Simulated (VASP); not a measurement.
# Pt in VASP: a series of runs

The runs below take Pt through single point, with PBE.

Program: VASP 6.6.1. These are calculated values, not measurements. Logs are shortened: lines on timing, memory, paths and dates and some standing lists are left out, and cuts for length are marked.

**1. The cell of the first run**

The cell holds a slab with vacuum, 5 atoms: a = 2.807 Å, b = 2.807 Å, c = 24.169 Å, α = 90.00°, β = 90.00°, γ = 120.00°.

**2. Single point, PBE**

File INCAR:

```
PREC = Accurate ; ENCUT = 520
EDIFF = 1E-7 ; ISMEAR = 0
SIGMA = 0.1 ; LREAL = F
LASPH = T ; NELM = 80
ALGO = Fast ; ISIF = 2
LWAVE = F ; LCHARG = T
LDIPOL = T ; IDIPOL = 3
DIPOL = 0.5 0.5 0.500 ; GGA = PE
LELF = T ; LVHAR = T
LVACPOTAV = T ; NBANDS = 33
```

File KPOINTS:

```
Automatic mesh
0
Gamma
  12 12 1
```

File POSCAR:

```
Pt
1.0
    2.8073770645      0.0000000000      0.0000000000
   -1.4036885323      2.4312598559      0.0000000000
    0.0000000000      0.0000000000     24.1688550982
Pt
5
Direct
    0.6666666667      0.3333333333      0.3103167266
    0.3333333333      0.6666666667      0.4051583633
    0.0000000000      0.0000000000      0.5000000000
    0.6666666667      0.3333333333      0.5948416367
    0.3333333333      0.6666666667      0.6896832734
```

Potentials or basis: VASP PAW PBE potentials, release 64 (Pt).

Launch:

```sh
$ cat potpaw_PBE.64/Pt/POTCAR > POTCAR
$ mpirun -np 1 vasp_std > vasp.out
```

OUTCAR:

```text
PREC = Accurate
   ENCUT = 520
   EDIFF = 1E-7
   ISMEAR = 0
   LREAL = F
   LASPH = T
   NELM = 80
   ISIF = 2
   GGA = PE

 ion  position               nearest neighbor table
   1  0.667  0.333  0.310-   2 2.81   2 2.81   2 2.81
   2  0.333  0.667  0.405-   1 2.81   3 2.81   1 2.81   3 2.81   3 2.81   1 2.81
   3  0.000  0.000  0.500-   2 2.81   4 2.81   4 2.81   2 2.81   4 2.81   2 2.81
   4  0.667  0.333  0.595-   5 2.81   3 2.81   5 2.81   3 2.81   3 2.81   5 2.81
   5  0.333  0.667  0.690-   4 2.81   4 2.81   4 2.81

  LATTYP: Found a hexagonal cell.
 ALAT       =     2.8073770645
 C/A-ratio  =     8.6090519880

  Lattice vectors:

 A1 = (   2.8073770645,   0.0000000000,   0.0000000000)
 A2 = (  -1.4036885323,   2.4312598559,   0.0000000000)
 A3 = (   0.0000000000,   0.0000000000,  24.1688550982)

Analysis of symmetry for initial positions (statically):
=====================================================================
 Subroutine PRICEL returns:
 Original cell was already a primitive cell.

 Routine SETGRP: Setting up the symmetry group for a
 hexagonal supercell.

 Subroutine GETGRP returns: Found 12 space group operations
 (whereof 12 operations were pure point group operations)
 out of a pool of 24 trial point group operations.

The static configuration has the point symmetry D_3d.

Analysis of symmetry for dynamics (positions and initial velocities):
=====================================================================
 Subroutine PRICEL returns:
 Original cell was already a primitive cell.

 Routine SETGRP: Setting up the symmetry group for a
 hexagonal supercell.

 Subroutine GETGRP returns: Found 12 space group operations
 (whereof 12 operations were pure point group operations)
 out of a pool of 24 trial point group operations.

The dynamic configuration has the point symmetry D_3d.

 Subroutine INISYM returns: Found 12 space group operations
 (whereof 12 operations are pure point group operations),
 and found     1 'primitive' translations

----------------------------------------------------------------------------------------

                                     Primitive cell

  volume of cell :     164.9636

  direct lattice vectors                    reciprocal lattice vectors
     2.807377064  0.000000000  0.000000000     0.356204378  0.205654693  0.000000000
    -1.403688532  2.431259856  0.000000000     0.000000000  0.411309387  0.000000000
     0.000000000  0.000000000 24.168855098     0.000000000  0.000000000  0.041375564

  length of vectors
[... 89 lines left out ...]
   ISYM   =      2    0-nonsym 1-usesym 2-fastsym
   POTIM  = 0.5000    time-step for ionic-motion
   TEBEG  =    0.0;   TEEND  =   0.0 temperature during run
   PSTRESS=    0.0 pullay stress
   NELECT =      50.0000    total number of electrons
   NUPDOWN=      -1.0000    fix difference up-down
   EMIN   =  10.00;   EMAX   =-10.00  energy-range for DOS
   EFERMI =   0.00;   METHOD = LEGACY
   ISMEAR =     0;   SIGMA  =   0.10  broadening in eV -4-tet -1-fermi 0-gaus
   EFERMI_NEDOS =   21; number of points for ismear=-14 and -15
   IALGO  =     68    algorithm
   IMIX   =      4    mixing-type and parameters
     AMIX     =   0.40;   BMIX     =  1.00
     AMIX_MAG =   1.60;   BMIX_MAG =  1.00
  volume/ion in A,a.u.               =      32.99       222.65
  Fermi-wavevector in a.u.,A,eV,Ry     =   1.099686  2.078106 16.453657  1.209310
  Thomas-Fermi vector in A             =   2.236085
   LORBIT       =      0    0 simple, 1 ext, 2 COOP (PROOUT), +10 PAW based schemes
   GGA     = PE    functional components
   LHFCALC =     F    Hartree Fock is set to
   AEXX    =    0.0000 exact exchange contribution
   IVDW    =     0    specifies the selected vdW correction
   LEPSILON=     F    determine dielectric tensor
   LRPA    =     F    only Hartree local field effects (RPA)
 non-spin polarized calculation
 RMM-DIIS sequential band-by-band and
 Gauss-broadening in eV      SIGMA  =   0.10
  energy-cutoff  :      520.00
  volume of cell :      164.96
 maximum number of plane-waves:      4479
 NGX is ok and might be reduce to    24
   NGX = 11   NGY = 11   NGZ = 89

 number of electron      49.9999995 magnetization

 dipolmoment           0.000000      0.000000     -0.000000 electrons x Angstroem

 Free energy of the ion-electron system (eV)
  ---------------------------------------------------
  ext. energy  EPLUGINS =         0.00000000
  ---------------------------------------------------
  free energy    TOTEN  =       -29.24871445 eV

  energy without entropy =      -29.19198412  energy(sigma->0) =      -29.22034929

 E-fermi :   1.9834     XC(G=0):  -7.0248

 val. band max:        1.9791377772   @ k =   0.0000   0.0000   0.0000
 cond. band min:       1.9924953877   @ k =   0.0833  -0.0000   0.0000
 fundamental gap:      0.0133576105
 Fermi energy:         1.9834050434

 k-point     1 :       0.0000    0.0000    0.0000
  band No.  band energies     occupation
      1      -7.4626      2.00000
      2      -6.4967      2.00000
      3      -5.4381      2.00000
      4      -4.7879      2.00000
      5      -4.7571      2.00000
      6      -1.7509      2.00000
[... 673 lines left out ...]
     32       8.8528      0.00000
     33       8.8528      0.00000

------------------------ aborting loop because EDIFF is reached ----------------------------------------

  FORCE on cell =-STRESS in cart. coord.  units (eV):
  Direction    XX          YY          ZZ          XY          YZ          ZX
  --------------------------------------------------------------------------------------
  -------------------------------------------------------------------------------------
  Total       -4.3570951     -4.3570951     -0.3967702      0.0000000      0.0000000      0.0000000
  in kB      -42.3174426    -42.3174426     -3.8535534      0.0000000      0.0000000      0.0000000
  external PRESSURE =     -29.4961462 kB  Pullay stress =       0.0000000 kB

 VOLUME and BASIS-vectors are now :
 -----------------------------------------------------------------------------
  energy-cutoff  :      520.00
  volume of cell :      164.96
      direct lattice vectors                 reciprocal lattice vectors
     2.807377064  0.000000000  0.000000000     0.356204378  0.205654693  0.000000000
    -1.403688532  2.431259856  0.000000000     0.000000000  0.411309387  0.000000000
     0.000000000  0.000000000 24.168855098     0.000000000  0.000000000  0.041375564

 POSITION                                       TOTAL-FORCE (eV/Angst)
 -----------------------------------------------------------------------------------
      1.40369      0.81042      7.50000        -0.000000     -0.000000     -0.090595
     -0.00000      1.62084      9.79221         0.000000      0.000000      0.254158
      0.00000      0.00000     12.08443         0.000000      0.000000     -0.000000
      1.40369      0.81042     14.37664        -0.000000      0.000000     -0.254158
     -0.00000      1.62084     16.66886         0.000000      0.000000      0.090595
 -----------------------------------------------------------------------------------
    total drift:                                0.000000     -0.000000     -0.000000

  FREE ENERGIE OF THE ION-ELECTRON SYSTEM (eV)
  ---------------------------------------------------
  free  energy   TOTEN  =       -29.2487144536 eV

  energy  without entropy=      -29.1919841185  energy(sigma->0) =      -29.22034929

 vacuum level on the upper side and lower side of the slab         7.669         7.669
```

OSZICAR:

```text
N       E                     dE             d eps       ncg     rms          rms(c)
DAV:   1     0.328450819014E+03    0.32845E+03   -0.23220E+04  1254   0.133E+03
DAV:   2    -0.167752260496E+02   -0.34523E+03   -0.31925E+03  1541   0.280E+02
DAV:   3    -0.308298672194E+02   -0.14055E+02   -0.13318E+02  1497   0.529E+01
[... 20 lines left out ...]
RMM:  24    -0.292487117730E+02   -0.44716E-05   -0.15192E-07   910   0.114E-03    0.151E-03
RMM:  25    -0.292487129505E+02   -0.11776E-05   -0.17829E-08   518   0.503E-04    0.761E-04
RMM:  26    -0.292487142392E+02   -0.12887E-05   -0.34590E-08   596   0.523E-04    0.136E-04
RMM:  27    -0.292487143739E+02   -0.13466E-06   -0.41321E-09   326   0.353E-04    0.726E-05
RMM:  28    -0.292487144536E+02   -0.79737E-07   -0.30355E-09   336   0.344E-04
   1 F= -.29248714E+02 E0= -.29220349E+02  d E =-.567303E-01
```

Run time: 7.4 min. Hardware: 1 thread of AMD EPYC 7R13, shared host; peak memory 0.31 GiB.

What came out:

```
Free energy            : -29.2487 eV
Largest force          : 0.254 eV/Å
Band gap on the k mesh : zero (bands 25 and 26 overlap by 1.43 eV)
```

Forces in eV/Å, atoms in the order of the input:
```
Pt   0.000  0.000 -0.091
Pt   0.000  0.000  0.254
Pt   0.000  0.000  0.000
Pt   0.000  0.000 -0.254
Pt   0.000  0.000  0.091
```

Levels at points of the mesh, in eV from the Fermi level:
```tsv
k point	band 21	band 22	band 23	band 24	band 25	band 26	band 27	band 28	band 29	band 30
(0.00, 0.00, 0.00)	-1.56	-1.39	-1.39	-0.94	-0.94	-0.31	-0.31	-0.09	0.00	0.00
(0.50, 0.00, 0.00)	0.07	0.17	0.30	0.54	0.56	0.73	2.14	2.48	2.89	2.99
```

Caveat: spin-orbit coupling is left out, which moves the levels of the heavy elements.

**3. Single point, PBE**

File INCAR:

```
SYSTEM = Pt
ALGO = Normal
DIPOL = 0.5 0.5 0.500
EDIFF = 1E-6
ENCUT = 520
GGA = PE
IDIPOL = 3
ISIF = 2
ISMEAR = 0
LASPH = .TRUE.
LCHARG = .TRUE.
LDIPOL = .TRUE.
LELF = .TRUE.
LREAL = .FALSE.
LVACPOTAV = .TRUE.
LVHAR = .TRUE.
LWAVE = .FALSE.
NBANDS = 33
NELM = 100
PREC = Accurate
SIGMA = 0.1
```

File KPOINTS:

```
k-points
0
G
  12 12 1
  0 0 0
```

File POSCAR:

```
Pt
1.0
    2.8073770645      0.0000000000      0.0000000000
   -1.4036885323      2.4312598559      0.0000000000
    0.0000000000      0.0000000000     24.1688550982
Pt
5
Direct
    0.6666666667      0.3333333333      0.3106255877
    0.3333333333      0.6666666667      0.4062444484
    0.0000000000      0.0000000000      0.5000000000
    0.6666666667      0.3333333333      0.5937555382
    0.3333333333      0.6666666667      0.6893744258
```

Potentials or basis: VASP PAW PBE potentials, release 64 (Pt).

Launch:

```sh
$ cat potpaw_PBE.64/Pt/POTCAR > POTCAR
$ mpirun -np 1 vasp_std > vasp.out
```

It took 6.5 min on 1 thread of AMD EPYC 7R13, shared host; peak memory 0.3 GiB.

It converged, with:

```yaml
Free_energy: -29.2550 eV
Largest_force: 0.019 eV/Å
Band_gap_on_the_k_mesh: zero (bands 25 and 26 overlap by 1.45 eV)
```

Forces on the atoms (eV/Å):
```
Pt   0.000  0.000  0.019
Pt   0.000  0.000  0.006
Pt   0.000  0.000  0.000
Pt   0.000  0.000 -0.006
Pt   0.000  0.000 -0.019
```

Levels at points of the mesh, in eV from the Fermi level:
| k point | band 21 | band 22 | band 23 | band 24 | band 25 | band 26 | band 27 | band 28 | band 29 | band 30 |
| --- | --- | --- | --- | --- | --- | --- | --- | --- | --- | --- |
| (0.00, 0.00, 0.00) | -1.59 | -1.39 | -1.39 | -0.91 | -0.91 | -0.32 | -0.32 | -0.09 | 0.00 | 0.00 |
| (0.50, 0.00, 0.00) | 0.07 | 0.17 | 0.30 | 0.55 | 0.57 | 0.73 | 2.15 | 2.48 | 2.88 | 2.98 |

Caveat: spin-orbit coupling is left out, which moves the levels of the heavy elements.
